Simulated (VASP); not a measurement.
Write the native input for VASP 6.6.1 that does the following.

```yaml
Task: relaxation of cell and atoms
Functional: PBE
Potentials_or_basis: VASP PAW PBE potentials, release 64 (Hf_pv, N)
Cutoff: 600 eV
k_mesh: 17 × 17 × 15
Occupations: fermi-dirac, width 0.08 eV
Spin: no spin polarisation
Target_pressure: 200 GPa
Dipole_correction: no
Further_INCAR_settings: ALGO = Normal; EDIFF = 1e-06; IBRION = 2; EDIFFG = -0.005; NSW = 32; ISIF = 3
```

The structure of HfN (WC type) lies in POSCAR:

```
HfN
1.0
    2.6839104143      0.0000000000      0.0000000000
   -1.3419552072      2.3243346002      0.0000000000
    0.0000000000      0.0000000000      2.6295043089
Hf N
1 1
Direct
    0.0000000000      0.0000000000      0.0000000000
    0.3333333333      0.6666666667      0.5000000000
```

One way to write it, as run:

INCAR

```
SYSTEM = HfN
ALGO = Normal
EDIFF = 1E-6
EDIFFG = -0.005
ENCUT = 600
GGA = PE
IBRION = 2
ISIF = 3
ISMEAR = -1
LASPH = .TRUE.
LCHARG = .FALSE.
LREAL = .FALSE.
LWAVE = .FALSE.
NELM = 80
NSW = 32
PREC = Accurate
PSTRESS = 2000.0
SIGMA = 0.08
```

KPOINTS

```
k-points
0
G
  17 17 15
  0 0 0
```

Potentials or basis: VASP PAW PBE potentials, release 64 (Hf_pv, N).

Run with:

```console
$ cat potpaw_PBE.64/Hf_pv/POTCAR potpaw_PBE.64/N/POTCAR > POTCAR
$ mpirun -np 1 vasp_std > vasp.out
```

It gave:

* Relaxed volume: 8.18 Å³/atom
* Relaxed cell: a = 2.682 Å, b = 2.682 Å, c = 2.627 Å, α = 90.00°, β = 90.00°, γ = 120.00°
* Space group after relaxing (to 0.05 Å): P-6m2 (No. 187)
* Energy change on relaxing (the enthalpy is what falls): +22.2 meV/atom
* Ionic steps: 3
* Pressure after relaxing: 200.0 GPa

Caveat: the cell is relaxed towards a set pressure, so the enthalpy falls and the energy may rise.

Wall time 99 s on 1 thread of Intel Xeon 6975P-C (shared host), peak memory 0.2 GiB.
